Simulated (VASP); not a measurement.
# BeTe (I-4m2) in VASP: a series of runs

BeTe is run at these levels: PBE; tasks: single point.

All numbers are computed with VASP 6.6.1; they aren't measurements. Logs are shortened: lines on timing, memory, paths and dates and some standing lists are left out, and cuts for length are marked.

### 1 The cell of the first run

The structure is tetragonal, space group I-4m2 (No. 119). Conventional cell: a = 4.000 Å, b = 4.000 Å, c = 5.431 Å, α = 90.00°, β = 90.00°, γ = 90.00°. Within 3.2 Å of Be (site symmetry -4m2) lie 4 Te at 2.42 Å. Within 3.2 Å of Te (site symmetry -4m2) lie 4 Be at 2.42 Å.

### 2 Single point, PBE (uniaxial x strain -4.0%)

File INCAR:

```
ALGO = Normal
EDIFF = 1E-7
ENCUT = 520
GGA = PE
ISIF = 2
ISMEAR = 0
LASPH = T
LCHARG = F
LREAL = F
LWAVE = F
NBANDS = 11
NELM = 60
PREC = Accurate
SIGMA = 0.01
```

File KPOINTS:

```
k-points
0
Gamma
  4 4 4
```

File POSCAR:

```
BeTe
1.0
    0.0000000000      2.8286236224      2.8286236224
    2.7154786775      0.0000000000      2.8286236224
    2.7154786775      2.8286236224      0.0000000000
Be Te
1 1
Direct
    0.0000000000      0.0000000000      0.0000000000
    0.2500000000      0.2500000000      0.2500000000
```

Potentials or basis: VASP PAW PBE potentials, release 64 (Be, Te).

On the command line:

```console
> cat potpaw_PBE.64/Be/POTCAR potpaw_PBE.64/Te/POTCAR > POTCAR
> mpirun -np 1 vasp_std > vasp.out
```

OUTCAR:

```text
EDIFF = 1E-7
   ENCUT = 520
   GGA = PE
   ISIF = 2
   ISMEAR = 0
   LASPH = T
   LREAL = F
   NELM = 60
   PREC = Accurate

 ion  position               nearest neighbor table
   1  0.000  0.000  0.000-   2 2.42   2 2.42   2 2.42   2 2.42
   2  0.250  0.250  0.250-   1 2.42   1 2.42   1 2.42   1 2.42

  LATTYP: Found a body centered tetragonal cell.
 ALAT       =     4.0002778896
 C/A-ratio  =     1.3576450199

  Lattice vectors:

 A1 = (  -2.7154786775,   0.0000000000,  -2.8286236224)
 A2 = (  -2.7154786775,   0.0000000000,   2.8286236224)
 A3 = (   2.7154786775,   2.8286236224,   0.0000000000)

Analysis of symmetry for initial positions (statically):
=====================================================================
 Subroutine PRICEL returns:
 Original cell was already a primitive cell.

 Routine SETGRP: Setting up the symmetry group for a
 body centered tetragonal supercell.

 Subroutine GETGRP returns: Found  8 space group operations
 (whereof  8 operations were pure point group operations)
 out of a pool of 16 trial point group operations.

The static configuration has the point symmetry D_2d.

Analysis of symmetry for dynamics (positions and initial velocities):
=====================================================================
 Subroutine PRICEL returns:
 Original cell was already a primitive cell.

 Routine SETGRP: Setting up the symmetry group for a
 body centered tetragonal supercell.

 Subroutine GETGRP returns: Found  8 space group operations
 (whereof  8 operations were pure point group operations)
 out of a pool of 16 trial point group operations.

The dynamic configuration has the point symmetry D_2d.

 Subroutine INISYM returns: Found  8 space group operations
 (whereof  8 operations are pure point group operations),
 and found     1 'primitive' translations

----------------------------------------------------------------------------------------

                                     Primitive cell

  volume of cell :      43.4537

  direct lattice vectors                    reciprocal lattice vectors
     0.000000000  2.828623622  2.828623622    -0.184129599  0.176764415  0.176764415
     2.715478678  0.000000000  2.828623622     0.184129599 -0.176764415  0.176764415
     2.715478678  2.828623622  0.000000000     0.184129599  0.176764415 -0.176764415

  length of vectors
     4.000277890  3.921088630  3.921088630     0.310475484  0.310475484  0.310475484

[... 74 lines left out ...]
   ISIF   =      2    stress and relaxation
   ISYM   =      2    0-nonsym 1-usesym 2-fastsym
   POTIM  = 0.5000    time-step for ionic-motion
   TEBEG  =    0.0;   TEEND  =   0.0 temperature during run
   PSTRESS=    0.0 pullay stress
   NELECT =       8.0000    total number of electrons
   NUPDOWN=      -1.0000    fix difference up-down
   EMIN   =  10.00;   EMAX   =-10.00  energy-range for DOS
   EFERMI =   0.00;   METHOD = LEGACY
   ISMEAR =     0;   SIGMA  =   0.01  broadening in eV -4-tet -1-fermi 0-gaus
   EFERMI_NEDOS =   21; number of points for ismear=-14 and -15
   IALGO  =     38    algorithm
   IMIX   =      4    mixing-type and parameters
     AMIX     =   0.40;   BMIX     =  1.00
     AMIX_MAG =   1.60;   BMIX_MAG =  1.00
  volume/ion in A,a.u.               =      21.73       146.62
  Fermi-wavevector in a.u.,A,eV,Ry     =   0.931314  1.759927 11.800944  0.867345
  Thomas-Fermi vector in A             =   2.057794
   LORBIT       =      0    0 simple, 1 ext, 2 COOP (PROOUT), +10 PAW based schemes
   GGA     = PE    functional components
   LHFCALC =     F    Hartree Fock is set to
   AEXX    =    0.0000 exact exchange contribution
   IVDW    =     0    specifies the selected vdW correction
   LEPSILON=     F    determine dielectric tensor
   LRPA    =     F    only Hartree local field effects (RPA)
 non-spin polarized calculation
 Gauss-broadening in eV      SIGMA  =   0.01
  energy-cutoff  :      520.00
  volume of cell :       43.45
 maximum number of plane-waves:      1202
 NGX is ok and might be reduce to    30
   NGX = 15   NGY = 15   NGZ = 15

 number of electron       7.9999999 magnetization

 Free energy of the ion-electron system (eV)
  ---------------------------------------------------
  ext. energy  EPLUGINS =         0.00000000
  ---------------------------------------------------
  free energy    TOTEN  =        -7.51534740 eV

  energy without entropy =       -7.51534740  energy(sigma->0) =       -7.51534740

 E-fermi :   5.6767     XC(G=0):  -9.1552

 val. band max:        5.5697419865   @ k =   0.0000   0.0000   0.0000
 cond. band min:       7.1420257946   @ k =   0.0000   0.5000   0.5000
 fundamental gap:      1.5722838081
 Fermi energy:         5.6766558972

 k-point     1 :       0.0000    0.0000    0.0000
  band No.  band energies     occupation
      1      -7.0481      2.00000
      2       5.3596      2.00000
      3       5.3596      2.00000
      4       5.5697      2.00000
      5       8.9570      0.00000
      6       9.0433      0.00000
      7       9.0433      0.00000
      8       9.4437      0.00000
      9      13.7881      0.00000
     10      15.3197      0.00000
     11      16.0631      0.00000
[... 155 lines left out ...]
 k-point    13 :       0.0000    0.5000    0.5000
  band No.  band energies     occupation
      1      -4.9970      2.00000
      2       0.3196      2.00000
      3       2.4913      2.00000
      4       2.4913      2.00000
      5       7.1420      0.00000
      6       7.8213      0.00000
      7      15.3281      0.00000
      8      15.3281      0.00000
      9      17.3069      0.00000
     10      18.8280      0.00000
     11      18.8887      0.00000

------------------------ aborting loop because EDIFF is reached ----------------------------------------

  FORCE on cell =-STRESS in cart. coord.  units (eV):
  Direction    XX          YY          ZZ          XY          YZ          ZX
  --------------------------------------------------------------------------------------
  -------------------------------------------------------------------------------------
  Total        1.3349281      0.7023714      0.7023714      0.0000000      0.0000000      0.0000000
  in kB       49.2200132     25.8970748     25.8970748      0.0000000      0.0000000      0.0000000
  external PRESSURE =      33.6713876 kB  Pullay stress =       0.0000000 kB

 VOLUME and BASIS-vectors are now :
 -----------------------------------------------------------------------------
  energy-cutoff  :      520.00
  volume of cell :       43.45
      direct lattice vectors                 reciprocal lattice vectors
     0.000000000  2.828623622  2.828623622    -0.184129599  0.176764415  0.176764415
     2.715478678  0.000000000  2.828623622     0.184129599 -0.176764415  0.176764415
     2.715478678  2.828623622  0.000000000     0.184129599  0.176764415 -0.176764415

 POSITION                                       TOTAL-FORCE (eV/Angst)
 -----------------------------------------------------------------------------------
      0.00000      0.00000      0.00000         0.000000     -0.000000     -0.000000
      1.35774      1.41431      1.41431        -0.000000      0.000000      0.000000
 -----------------------------------------------------------------------------------
    total drift:                                0.000000      0.000000      0.000000

  FREE ENERGIE OF THE ION-ELECTRON SYSTEM (eV)
  ---------------------------------------------------
  free  energy   TOTEN  =        -7.5153473958 eV

  energy  without entropy=       -7.5153473958  energy(sigma->0) =       -7.51534740
```

OSZICAR:

```text
N       E                     dE             d eps       ncg     rms          rms(c)
DAV:   1     0.185181189465E+02    0.18518E+02   -0.33449E+03   286   0.593E+02
DAV:   2    -0.668148709969E+01   -0.25200E+02   -0.24252E+02   360   0.954E+01
DAV:   3    -0.766349729108E+01   -0.98201E+00   -0.98098E+00   387   0.189E+01
DAV:   4    -0.767195299661E+01   -0.84557E-02   -0.84548E-02   359   0.202E+00
DAV:   5    -0.767212912809E+01   -0.17613E-03   -0.17613E-03   373   0.275E-01    0.419E+00
DAV:   6    -0.755040026683E+01    0.12173E+00   -0.14164E-01   331   0.154E+00    0.252E+00
DAV:   7    -0.751414602409E+01    0.36254E-01   -0.11666E-01   345   0.150E+00    0.525E-01
DAV:   8    -0.751498559240E+01   -0.83957E-03   -0.69671E-03   334   0.485E-01    0.788E-02
DAV:   9    -0.751527348892E+01   -0.28790E-03   -0.37372E-04   362   0.113E-01    0.341E-02
DAV:  10    -0.751534310566E+01   -0.69617E-04   -0.90918E-05   339   0.492E-02    0.168E-02
DAV:  11    -0.751534457780E+01   -0.14721E-05   -0.23756E-06   357   0.903E-03    0.131E-02
DAV:  12    -0.751534708515E+01   -0.25074E-05   -0.53991E-06   322   0.136E-02    0.867E-03
DAV:  13    -0.751534718668E+01   -0.10152E-06   -0.36658E-08   349   0.136E-03    0.340E-03
DAV:  14    -0.751534735577E+01   -0.16910E-06   -0.96398E-09   230   0.566E-04    0.419E-04
DAV:  15    -0.751534739582E+01   -0.40045E-07   -0.25278E-09   173   0.255E-04
   1 F= -.75153474E+01 E0= -.75153474E+01  d E =-.200839E-53
```

stdout:

```text
POSCAR found type information on POSCAR BeTe
 POSCAR found :  2 types and       2 ions
 scaLAPACK will be used
 LDA part: xc-table for (Slater+PW92), standard interpolation
 POSCAR, INCAR and KPOINTS ok, starting setup
 FFT: planning ... GRIDC
 FFT: planning ... GRID_SOFT
 FFT: planning ... GRID
 WAVECAR not read
 entering main loop
```

Run time: 15 s. Hardware: 1 thread of Intel Xeon 8259CL, shared host; peak memory 0.17 GiB.

What came out:

| Item | Value |
| --- | --- |
| Free energy | -7.5153 eV |
| Pressure | 3.4 GPa |
| Band gap on the k mesh | 1.57 eV (least direct gap 3.39 eV) |

Levels at points of the mesh, in eV from the valence-band top:
| k point | band 1 | band 2 | band 3 | band 4 | band 5 | band 6 | band 7 | band 8 | band 9 |
| --- | --- | --- | --- | --- | --- | --- | --- | --- | --- |
| (0.00, 0.00, 0.00) | -12.62 | -0.21 | -0.21 | 0.00 | 3.39 | 3.47 | 3.47 | 3.87 | 8.22 |
| (0.50, 0.00, 0.00) | -11.20 | -5.86 | -1.49 | -1.15 | 2.95 | 4.29 | 4.63 | 7.68 | 10.77 |
| (0.50, 0.50, 0.00) | -10.73 | -5.49 | -2.83 | -2.75 | 1.86 | 2.60 | 9.55 | 9.73 | 11.38 |
| (0.00, 0.50, 0.50) | -10.57 | -5.25 | -3.08 | -3.08 | 1.57 | 2.25 | 9.76 | 9.76 | 11.74 |

Caveat: the k points lie up to 0.49 Å⁻¹ apart; the cell differs from its parent crystal (uniaxial x strain -4.0%); spin-orbit coupling is left out, which moves the levels of the heavy elements. A k mesh can miss the band edges.

### 3 Single point, PBE (epitaxial xy strain +3.0%)

File INCAR:

```
SYSTEM = BeTe
ALGO = Normal ; EDIFF = 1E-7
ENCUT = 520 ; GGA = PE
ISIF = 2 ; ISMEAR = 0
LASPH = .TRUE. ; LCHARG = .FALSE.
LREAL = .FALSE. ; LWAVE = .FALSE.
NBANDS = 11 ; NELM = 80
PREC = Accurate ; SIGMA = 0.01
```

File KPOINTS:

```
k-points
0
G
  4 4 4
  0 0 0
```

File POSCAR:

```
BeTe
1.0
    0.0000000000      2.9134823310      2.7623335121
    2.9134823310      0.0000000000      2.7623335121
    2.9134823310      2.9134823310      0.0000000000
Be Te
1 1
Direct
    0.0000000000      0.0000000000      0.0000000000
    0.2500000000      0.2500000000      0.2500000000
```

Potentials or basis: VASP PAW PBE potentials, release 64 (Be, Te).

On the command line:

```console
> cat potpaw_PBE.64/Be/POTCAR potpaw_PBE.64/Te/POTCAR > POTCAR
> mpirun -np 1 vasp_std > vasp.out
```

It took 12 s on 1 thread of Intel Xeon 8259CL, shared host; peak memory 0.17 GiB.

It converged, with:

| Quantity | Value |
| --- | --- |
| Free energy | -7.5295 eV |
| Pressure | -1.2 GPa |
| Band gap on the k mesh | 1.70 eV (least direct gap 3.29 eV) |

Stress tensor (GPa, compression positive):
```
-2.15  0.00  0.00
 0.00 -2.15  0.00
 0.00  0.00  0.71
```

Levels at points of the mesh, in eV from the valence-band top:
```tsv
k point	band 1	band 2	band 3	band 4	band 5	band 6	band 7	band 8
(0.00, 0.00, 0.00)	-12.15	-0.25	-0.25	0.00	3.29	3.41	3.52	3.52
(0.50, 0.00, 0.00)	-10.91	-5.40	-1.42	-1.02	2.70	4.28	4.66	7.68
(0.50, 0.50, 0.00)	-10.35	-4.84	-2.86	-2.86	1.70	2.27	9.26	9.26
(0.50, 0.00, 0.50)	-10.53	-5.12	-2.55	-2.47	2.03	2.71	9.01	9.17
```

Caveat: the k points lie up to 0.48 Å⁻¹ apart; the cell differs from its parent crystal (epitaxial xy strain +3.0%); spin-orbit coupling is left out, which moves the levels of the heavy elements.
